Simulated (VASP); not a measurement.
# BaF2 (Fm-3m) in VASP: a series of runs

BaF2 is run at these levels: r2SCAN; tasks: single point.

All numbers are computed with VASP 6.6.1; they aren't measurements. Logs are shortened: lines on timing, memory, paths and dates and some standing lists are left out, and cuts for length are marked.

**1. The cell of the first run**

Symmetry: Fm-3m, No. 225, cubic system. Conventional cell: a = 6.200 Å, b = 6.200 Å, c = 6.200 Å, α = 90.00°, β = 90.00°, γ = 90.00°. Ba (site symmetry m-3m) has 8 F at 2.68 Å within 3.5 Å. Within 3.5 Å of F (site symmetry -43m) lie 4 Ba at 2.68 Å and 6 F at 3.10 Å.

**2. Single point, r2SCAN**

File POSCAR:

```
BaF2
1.0
    0.0000000000      3.1000500000      3.1000500000
    3.1000500000      0.0000000000      3.1000500000
    3.1000500000      3.1000500000      0.0000000000
Ba F
1 2
Direct
    0.0000000000      0.0000000000      0.0000000000
    0.2500000000      0.2500000000      0.2500000000
    0.7500000000      0.7500000000      0.7500000000
```

File INCAR.step1:

```
SYSTEM = BaF2
PREC = Accurate ; ENCUT = 660
ISMEAR = 0 ; SIGMA = 0.1
LREAL = .False. ; LASPH = .True.
NELM = 120 ; NBANDS = 19
GGA = PE ; ALGO = Normal
EDIFF = 1E-5 ; LWAVE = .True.
LCHARG = .False. ; GGA_COMPAT = .False.
```

File INCAR.step2:

```
SYSTEM = BaF2
PREC = Accurate ; ENCUT = 660
EDIFF = 1E-6 ; ISMEAR = 0
SIGMA = 0.1 ; LREAL = .False.
LASPH = .True. ; NELM = 120
ALGO = Normal ; ISIF = 2
LWAVE = .False. ; LCHARG = .False.
METAGGA = R2SCAN ; LMIXTAU = .True.
NBANDS = 19 ; ISTART = 1
GGA_COMPAT = .False.
```

File KPOINTS:

```
Automatic mesh
0
Gamma
  6 6 6
  0 0 0
```

Potentials or basis: VASP PAW PBE potentials, release 64 (Ba_sv, F).

Launch:

```console
cat potpaw_PBE.64/Ba_sv/POTCAR potpaw_PBE.64/F/POTCAR > POTCAR
cp INCAR.step1 INCAR
mpirun -np 1 vasp_std > vasp.out
cp INCAR.step2 INCAR
mpirun -np 1 vasp_std > vasp.out
```

OUTCAR:

```text
SYSTEM = BaF2
   PREC = Accurate
   ENCUT = 660
   EDIFF = 1E-6
   ISMEAR = 0
   LREAL = .False.
   LASPH = .True.
   NELM = 120
   ISIF = 2
   METAGGA = R2SCAN
   ISTART = 1

 ion  position               nearest neighbor table
   1  0.000  0.000  0.000-   3 2.68   3 2.68   2 2.68   3 2.68   2 2.68   2 2.68   3 2.68   2 2.68

   2  0.250  0.250  0.250-   1 2.68   1 2.68   1 2.68   1 2.68
   3  0.750  0.750  0.750-   1 2.68   1 2.68   1 2.68   1 2.68

  LATTYP: Found a face centered cubic cell.
 ALAT       =     6.2001000000

  Lattice vectors:

 A1 = (   0.0000000000,   3.1000500000,   3.1000500000)
 A2 = (   3.1000500000,   0.0000000000,   3.1000500000)
 A3 = (   3.1000500000,   3.1000500000,   0.0000000000)

Analysis of symmetry for initial positions (statically):
=====================================================================
 Subroutine PRICEL returns:
 Original cell was already a primitive cell.

 Routine SETGRP: Setting up the symmetry group for a
 face centered cubic supercell.

 Subroutine GETGRP returns: Found 48 space group operations
 (whereof 48 operations were pure point group operations)
 out of a pool of 48 trial point group operations.

The static configuration has the point symmetry O_h .

Analysis of symmetry for dynamics (positions and initial velocities):
=====================================================================
 Subroutine PRICEL returns:
 Original cell was already a primitive cell.

 Routine SETGRP: Setting up the symmetry group for a
 face centered cubic supercell.

 Subroutine GETGRP returns: Found 48 space group operations
 (whereof 48 operations were pure point group operations)
 out of a pool of 48 trial point group operations.

The dynamic configuration has the point symmetry O_h .

 Subroutine INISYM returns: Found 48 space group operations
 (whereof 48 operations are pure point group operations),
 and found     1 'primitive' translations

----------------------------------------------------------------------------------------

                                     Primitive cell

  volume of cell :      59.5849

  direct lattice vectors                    reciprocal lattice vectors
     0.000000000  3.100050000  3.100050000    -0.161287721  0.161287721  0.161287721
     3.100050000  0.000000000  3.100050000     0.161287721 -0.161287721  0.161287721
     3.100050000  3.100050000  0.000000000     0.161287721  0.161287721 -0.161287721

  length of vectors
[... 74 lines left out ...]
   NELM   =    120;   NELMIN=  2; NELMDL=  0     # of ELM steps
   EDIFF  = 0.1E-05   stopping-criterion for ELM
   LREAL  =      F    real-space projection
   EDIFFG = 0.1E-04   stopping-criterion for IOM
   NSW    =      0    number of steps for IOM
   IBRION =     -1    ionic relax: 0-MD 1-quasi-New 2-CG
   NFREE  =      0    steps in history (QN), initial steepest desc. (CG)
   ISIF   =      2    stress and relaxation
   ISYM   =      2    0-nonsym 1-usesym 2-fastsym
   POTIM  = 0.5000    time-step for ionic-motion
   TEBEG  =    0.0;   TEEND  =   0.0 temperature during run
   PSTRESS=    0.0 pullay stress
   NELECT =      24.0000    total number of electrons
   NUPDOWN=      -1.0000    fix difference up-down
   EMIN   =  10.00;   EMAX   =-10.00  energy-range for DOS
   EFERMI =   0.00;   METHOD = LEGACY
   ISMEAR =     0;   SIGMA  =   0.10  broadening in eV -4-tet -1-fermi 0-gaus
   EFERMI_NEDOS =   21; number of points for ismear=-14 and -15
   IALGO  =     38    algorithm
   IMIX   =      4    mixing-type and parameters
     AMIX     =   0.40;   BMIX     =  1.00
     AMIX_MAG =   1.60;   BMIX_MAG =  1.00
  volume/ion in A,a.u.               =      19.86       134.03
  Fermi-wavevector in a.u.,A,eV,Ry     =   1.209019  2.284715 19.888011  1.461728
  Thomas-Fermi vector in A             =   2.344609
   LORBIT       =      0    0 simple, 1 ext, 2 COOP (PROOUT), +10 PAW based schemes
   METAGGA = R2SCAN    functional components
   LHFCALC =     F    Hartree Fock is set to
   AEXX    =    0.0000 exact exchange contribution
   IVDW    =     0    specifies the selected vdW correction
   LEPSILON=     F    determine dielectric tensor
   LRPA    =     F    only Hartree local field effects (RPA)
 non-spin polarized calculation
 Gauss-broadening in eV      SIGMA  =   0.10
  energy-cutoff  :      660.00
  volume of cell :       59.58
 maximum number of plane-waves:      2305
 NGX is ok and might be reduce to    40
   NGX = 19   NGY = 19   NGZ = 19

 number of electron      24.0000001 magnetization

 Free energy of the ion-electron system (eV)
  ---------------------------------------------------
  ext. energy  EPLUGINS =         0.00000000
  ---------------------------------------------------
  free energy    TOTEN  =       -45.06862708 eV

  energy without entropy =      -45.06862708  energy(sigma->0) =      -45.06862708

 E-fermi :  -2.0600     XC(G=0):  -9.2418

 val. band max:       -2.6079675479   @ k =  -0.1667   0.1667   0.0000
 cond. band min:       4.7390715792   @ k =   0.0000   0.0000   0.0000
 fundamental gap:      7.3470391271
 Fermi energy:        -2.0599543784

 k-point     1 :       0.0000    0.0000    0.0000
  band No.  band energies     occupation
      1     -26.2340      2.00000
      2     -22.6808      2.00000
      3     -22.5469      2.00000
      4     -10.5806      2.00000
      5     -10.5806      2.00000
      6     -10.5806      2.00000
[... 329 lines left out ...]
      6     -10.5616      2.00000
[... 11 lines left out ...]
     18      12.7396      0.00000
     19      13.0669      0.00000

------------------------ aborting loop because EDIFF is reached ----------------------------------------

  FORCE on cell =-STRESS in cart. coord.  units (eV):
  Direction    XX          YY          ZZ          XY          YZ          ZX
  --------------------------------------------------------------------------------------
  -------------------------------------------------------------------------------------
  Total        0.2678111      0.2678111      0.2678111     -0.0000000     -0.0000000     -0.0000000
  in kB        7.2011690      7.2011690      7.2011690     -0.0000000     -0.0000000     -0.0000000
  external PRESSURE =       7.2011690 kB  Pullay stress =       0.0000000 kB

 VOLUME and BASIS-vectors are now :
 -----------------------------------------------------------------------------
  energy-cutoff  :      660.00
  volume of cell :       59.58
      direct lattice vectors                 reciprocal lattice vectors
     0.000000000  3.100050000  3.100050000    -0.161287721  0.161287721  0.161287721
     3.100050000  0.000000000  3.100050000     0.161287721 -0.161287721  0.161287721
     3.100050000  3.100050000  0.000000000     0.161287721  0.161287721 -0.161287721

 POSITION                                       TOTAL-FORCE (eV/Angst)
 -----------------------------------------------------------------------------------
      0.00000      0.00000      0.00000        -0.000000     -0.000000     -0.000000
      1.55002      1.55002      1.55002         0.000000      0.000000      0.000000
      4.65008      4.65008      4.65008        -0.000000     -0.000000     -0.000000
 -----------------------------------------------------------------------------------
    total drift:                                0.000000     -0.000000      0.000000

  FREE ENERGIE OF THE ION-ELECTRON SYSTEM (eV)
  ---------------------------------------------------
  free  energy   TOTEN  =       -45.0686270756 eV

  energy  without entropy=      -45.0686270756  energy(sigma->0) =      -45.06862708
```

OUTCAR.step1:

```text
SYSTEM = BaF2
   PREC = Accurate
   ENCUT = 660
   ISMEAR = 0
   LREAL = .False.
   LASPH = .True.
   NELM = 120
[... 566 lines left out ...]
      0.00000      0.00000      0.00000         0.000000      0.000000      0.000000
      1.55002      1.55002      1.55002         0.000000      0.000000      0.000000
      4.65008      4.65008      4.65008        -0.000000     -0.000000     -0.000000
 -----------------------------------------------------------------------------------
    total drift:                                0.000000     -0.000000      0.000000

  FREE ENERGIE OF THE ION-ELECTRON SYSTEM (eV)
  ---------------------------------------------------
  free  energy   TOTEN  =       -17.1159478746 eV

  energy  without entropy=      -17.1159478746  energy(sigma->0) =      -17.11594787
```

OSZICAR.step1:

```text
N       E                     dE             d eps       ncg     rms          rms(c)
DAV:   1     0.168248002878E+03    0.16825E+03   -0.14970E+04   608   0.143E+03
DAV:   2    -0.993353727680E+01   -0.17818E+03   -0.17431E+03   743   0.288E+02
DAV:   3    -0.187128288483E+02   -0.87793E+01   -0.87435E+01   763   0.636E+01
DAV:   4    -0.188756651950E+02   -0.16284E+00   -0.16267E+00   718   0.835E+00
DAV:   5    -0.188801662130E+02   -0.45010E-02   -0.45005E-02   714   0.104E+00    0.855E+00
DAV:   6    -0.170964143486E+02    0.17838E+01   -0.75229E+00   635   0.213E+01    0.424E+00
DAV:   7    -0.170894045129E+02    0.70098E-02   -0.28892E-01   661   0.409E+00    0.220E+00
DAV:   8    -0.171066520068E+02   -0.17247E-01   -0.66070E-02   628   0.278E+00    0.313E-01
DAV:   9    -0.171128771243E+02   -0.62251E-02   -0.11700E-02   667   0.778E-01    0.140E-01
DAV:  10    -0.171159387345E+02   -0.30616E-02   -0.33164E-03   658   0.394E-01    0.408E-02
DAV:  11    -0.171159279513E+02    0.10783E-04   -0.21397E-04   711   0.116E-01    0.226E-02
DAV:  12    -0.171159473899E+02   -0.19439E-04   -0.58264E-05   605   0.553E-02    0.350E-03
DAV:  13    -0.171159478746E+02   -0.48470E-06   -0.76854E-07   560   0.717E-03
   1 F= -.17115948E+02 E0= -.17115948E+02  d E =-.810377E-12
```

Wall time 59 s (1 thread of Intel Xeon 6975P-C (Granite Rapids), shared host); peak memory 0.26 GiB.

What came out:

```
Free energy            : -45.0686 eV
Pressure               : 0.7 GPa
Band gap on the k mesh : 7.35 eV (least direct gap 7.42 eV)
```

Levels at points of the mesh, in eV from the valence-band top:
| k point | band 10 | band 11 | band 12 | band 13 | band 14 | band 15 |
| --- | --- | --- | --- | --- | --- | --- |
| (0.00, 0.00, 0.00) | -0.07 | -0.07 | -0.07 | 7.35 | 9.92 | 9.92 |
| (0.50, 0.00, 0.00) | -0.34 | -0.15 | -0.15 | 9.86 | 9.86 | 9.95 |
| (0.50, 0.50, 0.00) | -0.30 | -0.30 | -0.12 | 7.70 | 9.86 | 11.40 |

Caveat: the PAW data sets were made with another functional, which shifts forces and pressure a little; spin-orbit coupling is left out, which moves the levels of the heavy elements. A k mesh can miss the band edges.

(Continued in part 2 of 2.)
